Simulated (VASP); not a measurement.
# Bi2Se3 (R-3m) in VASP: single point with LDA

Aim: the single point of Bi2Se3 with LDA.

Everything below comes from runs of VASP 6.6.1. Logs are shortened: lines on timing, memory, paths and dates and some standing lists are left out, and cuts for length are marked.

## Step 1: The cell of the first run

Symmetry: R-3m, No. 166, trigonal system. The conventional cell has a = 4.104 Å, b = 4.104 Å, c = 27.939 Å, α = 90.00°, β = 90.00°, γ = 120.00°. Bi (site symmetry 3m) has 6 Se at 2.84 to 3.04 Å within 3.7 Å. Within 4.2 Å of Se (site symmetry -3m) lie 6 Bi at 3.04 Å and 12 Se at 4.10 to 4.19 Å. Within 3.7 Å of Se (site symmetry 3m) lie 3 Bi at 2.84 Å and 3 Se at 3.36 Å.

## Step 2: Single point, LDA

File INCAR:

```
PREC = Accurate
ENCUT = 520
EDIFF = 1E-7
ISMEAR = 0
SIGMA = 0.1
LREAL = F
LASPH = T
NELM = 100
ALGO = Normal
ISIF = 2
LWAVE = F
LCHARG = F
GGA = CA
NBANDS = 32
ISYM = 0
```

File KPOINTS:

```
Automatic mesh
0
Gamma
  9 9 4
```

File POSCAR:

```
Bi2Se3
1.0
    4.1035372200      0.0000000000      0.0000000000
   -2.0517686100      3.5537674779      0.0000000000
    2.0517686100      1.1845891593      9.3130285466
Bi Se
2 3
Direct
    0.1974797686      0.5987398843      0.2037803471
    0.8025202314      0.4012601157      0.7962196529
    0.0000000000      0.0000000000      0.0000000000
    0.5811501168      0.7905750584      0.6282748248
    0.4188498832      0.2094249416      0.3717251752
```

Potentials or basis: VASP PAW LDA potentials, release 64 (Bi_d, Se).

The run is started by

```console
$ cat potpaw_LDA.64/Bi_d/POTCAR potpaw_LDA.64/Se/POTCAR > POTCAR
$ mpirun -np 1 vasp_std > vasp.out
```

OUTCAR:

```text
PREC = Accurate
   ENCUT = 520
   EDIFF = 1E-7
   ISMEAR = 0
   LREAL = F
   LASPH = T
   NELM = 100
   ISIF = 2
   GGA = CA
   ISYM = 0

 ion  position               nearest neighbor table
   1  0.197  0.599  0.204-   5 2.84   5 2.84   5 2.84   3 3.04   3 3.04   3 3.04
   2  0.803  0.401  0.796-   4 2.84   4 2.84   4 2.84   3 3.04   3 3.04   3 3.04
   3  0.000  0.000  0.000-   1 3.04   2 3.04   2 3.04   1 3.04   2 3.04   1 3.04
   4  0.581  0.791  0.628-   2 2.84   2 2.84   2 2.84
   5  0.419  0.209  0.372-   1 2.84   1 2.84   1 2.84

IMPORTANT INFORMATION: All symmetrisations will be switched off!
NOSYMM: (Re-)initialisation of all symmetry stuff for point group C_1.

----------------------------------------------------------------------------------------

                                     Primitive cell

  volume of cell :     135.8121

  direct lattice vectors                    reciprocal lattice vectors
     4.103537220  0.000000000  0.000000000     0.243692197  0.140695755 -0.071584304
    -2.051768610  3.553767478  0.000000000     0.000000000  0.281391511 -0.035792152
     2.051768610  1.184589159  9.313028547     0.000000000  0.000000000  0.107376456

  length of vectors
     4.103537220  4.103537220  9.609656946     0.290354086  0.283658704  0.107376456

  position of ions in fractional coordinates (direct lattice)
     0.197479769  0.598739884  0.203780347
     0.802520231  0.401260116  0.796219653
     0.000000000  0.000000000  0.000000000
     0.581150117  0.790575058  0.628274825
     0.418849883  0.209424942  0.371725175

  ion indices of the primitive-cell ions
   primitive index   ion index
                 1           1
                 2           2
                 3           3
                 4           4
                 5           5

----------------------------------------------------------------------------------------

 KPOINTS: Automatic mesh

Automatic generation of k-mesh.
 Grid dimensions read from file:
 generate k-points for:    9    9    4

 Generating k-lattice:

  Cartesian coordinates                     Fractional coordinates (reciprocal lattice)
     0.027076911  0.015632862 -0.007953812     0.111111111  0.000000000  0.000000000
     0.000000000  0.031265723 -0.003976906     0.000000000  0.111111111  0.000000000
     0.000000000  0.000000000  0.026844114     0.000000000  0.000000000  0.250000000

  Length of vectors
     0.032261565  0.031517634  0.026844114

[... 74 lines left out ...]
   NELM   =    100;   NELMIN=  2; NELMDL= -5     # of ELM steps
   EDIFF  = 0.1E-06   stopping-criterion for ELM
   LREAL  =      F    real-space projection
   EDIFFG = 0.1E-05   stopping-criterion for IOM
   NSW    =      0    number of steps for IOM
   IBRION =     -1    ionic relax: 0-MD 1-quasi-New 2-CG
   NFREE  =      0    steps in history (QN), initial steepest desc. (CG)
   ISIF   =      2    stress and relaxation
   ISYM   =      0    0-nonsym 1-usesym 2-fastsym
   POTIM  = 0.5000    time-step for ionic-motion
   TEBEG  =    0.0;   TEEND  =   0.0 temperature during run
   PSTRESS=    0.0 pullay stress
   NELECT =      48.0000    total number of electrons
   NUPDOWN=      -1.0000    fix difference up-down
   EMIN   =  10.00;   EMAX   =-10.00  energy-range for DOS
   EFERMI =   0.00;   METHOD = LEGACY
   ISMEAR =     0;   SIGMA  =   0.10  broadening in eV -4-tet -1-fermi 0-gaus
   EFERMI_NEDOS =   21; number of points for ismear=-14 and -15
   IALGO  =     38    algorithm
   IMIX   =      4    mixing-type and parameters
     AMIX     =   0.40;   BMIX     =  1.00
     AMIX_MAG =   1.60;   BMIX_MAG =  1.00
  volume/ion in A,a.u.               =      27.16       183.30
  Fermi-wavevector in a.u.,A,eV,Ry     =   1.157468  2.187298 18.228175  1.339733
  Thomas-Fermi vector in A             =   2.294079
   LORBIT       =      0    0 simple, 1 ext, 2 COOP (PROOUT), +10 PAW based schemes
   GGA     = CA    functional components
   LHFCALC =     F    Hartree Fock is set to
   AEXX    =    0.0000 exact exchange contribution
   IVDW    =     0    specifies the selected vdW correction
   LEPSILON=     F    determine dielectric tensor
   LRPA    =     F    only Hartree local field effects (RPA)
 non-spin polarized calculation
 Gauss-broadening in eV      SIGMA  =   0.10
  energy-cutoff  :      520.00
  volume of cell :      135.81
 maximum number of plane-waves:      3677
   NGX = 15   NGY = 15   NGZ = 35

 number of electron      48.0000004 magnetization

 Free energy of the ion-electron system (eV)
  ---------------------------------------------------
  ext. energy  EPLUGINS =         0.00000000
  ---------------------------------------------------
  free energy    TOTEN  =       -23.42767346 eV

  energy without entropy =      -23.42733582  energy(sigma->0) =      -23.42750464

 E-fermi :   5.4652     XC(G=0): -10.0100

 val. band max:        5.4475020612   @ k =   0.0000   0.0000   0.0000
 cond. band min:       5.4829485303   @ k =   0.0000   0.0000   0.0000
 fundamental gap:      0.0354464691
 Fermi energy:         5.4652320897

 k-point     1 :       0.0000    0.0000    0.0000
  band No.  band energies     occupation
      1     -17.7085      2.00000
      2     -17.7084      2.00000
      3     -17.7059      2.00000
      4     -17.7059      2.00000
      5     -17.6923      2.00000
      6     -17.6891      2.00000
[... 829 lines left out ...]
     31       9.8982      0.00000
     32      11.6612      0.00000

 [... further k-points ...]

------------------------ aborting loop because EDIFF is reached ----------------------------------------

  FORCE on cell =-STRESS in cart. coord.  units (eV):
  Direction    XX          YY          ZZ          XY          YZ          ZX
  --------------------------------------------------------------------------------------
  -------------------------------------------------------------------------------------
  Total        0.1542407      0.1573714      0.1228643     -0.0027066      0.0017005      0.0029455
  in kB        1.8195802      1.8565133      1.4494328     -0.0319297      0.0200604      0.0347486
  external PRESSURE =       1.7085088 kB  Pullay stress =       0.0000000 kB

 VOLUME and BASIS-vectors are now :
 -----------------------------------------------------------------------------
  energy-cutoff  :      520.00
  volume of cell :      135.81
      direct lattice vectors                 reciprocal lattice vectors
     4.103537220  0.000000000  0.000000000     0.243692197  0.140695755 -0.071584304
    -2.051768610  3.553767478  0.000000000     0.000000000  0.281391511 -0.035792152
     2.051768610  1.184589159  9.313028547     0.000000000  0.000000000  0.107376456

 POSITION                                       TOTAL-FORCE (eV/Angst)
 -----------------------------------------------------------------------------------
     -0.00000      2.36918      1.89781         0.000432      0.000249     -0.013440
      4.10354      2.36918      7.41522        -0.000433     -0.000250      0.013439
      0.00000      0.00000      0.00000        -0.000000      0.000000      0.000000
      2.05177      3.55377      5.85114         0.000010      0.000006     -0.030723
      2.05177      1.18459      3.46189        -0.000010     -0.000006      0.030723
 -----------------------------------------------------------------------------------
    total drift:                               -0.000000     -0.000001     -0.000001

  FREE ENERGIE OF THE ION-ELECTRON SYSTEM (eV)
  ---------------------------------------------------
  free  energy   TOTEN  =       -23.4276734619 eV

  energy  without entropy=      -23.4273358202  energy(sigma->0) =      -23.42750464
```

It took 9 min on 1 thread of Intel Xeon Platinum 8259CL at 2.50GHz (Skylake/Cascade Lake), shared host; peak memory 0.63 GiB.

What came out:

```yaml
Free_energy: -23.4277 eV
Pressure: 0.2 GPa
Largest_force: 0.031 eV/Å
Band_gap_on_the_k_mesh: 0.04 eV
```

Forces in eV/Å, atoms in the order of the input:
```
Bi   0.000  0.000 -0.013
Bi   0.000  0.000  0.013
Se   0.000  0.000  0.000
Se   0.000  0.000 -0.031
Se   0.000  0.000  0.031
```

Caveat: spin-orbit coupling is left out, which moves the levels of the heavy elements. A k mesh can miss the band edges.
